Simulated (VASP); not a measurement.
A run of VASP 6.6.1 is set up as follows.

Contents of INCAR:

```
PREC     = Accurate       # precision mode
ENCUT    = 520            # plane-wave cutoff, eV
EDIFF    = 1E-6           # SCF threshold, eV
ISMEAR   = -1             # smearing method
SIGMA    = 0.05           # smearing width, eV
LREAL    = False          # projectors in reciprocal space
LASPH    = True           # aspherical terms in the spheres
NELM     = 60             # most SCF steps
ALGO     = Normal         # electronic algorithm
ISIF     = 2              # what is computed and relaxed
LWAVE    = False          # write WAVECAR
LCHARG   = True           # write CHGCAR
GGA      = PS             # functional
LELF     = True           # ELF
LVHAR    = True         
NBANDS   = 16             # bands
```

File KPOINTS:

```
regular mesh
0
Gamma
  7 7 5
```

Contents of POSCAR:

```
CdS
1.0
    4.1741825350      0.0000000000      0.0000000000
   -2.0870912675      3.6149481154      0.0000000000
    0.0000000000      0.0000000000      5.6856871846
Cd S
1 1
Direct
    0.0000000000      0.0000000000      0.4426919200
    0.6666666667      0.3333333333      0.4343080800
```

Potentials or basis: VASP PAW PBE potentials, release 64 (Cd, S).

The run is started by

```console
$ cat potpaw_PBE.64/Cd/POTCAR potpaw_PBE.64/S/POTCAR > POTCAR
$ mpirun -np 1 vasp_std > vasp.out
```

(1) Estimate the pressure.

(2) Estimate the band gap on the k mesh.

Answers

(1) 0.5 GPa.

(2) 1.53 eV.

Caveat: the PAW data sets were made with another functional, which shifts forces and pressure a little; an odd mesh through Γ misses points on the zone boundary, where band edges can lie.
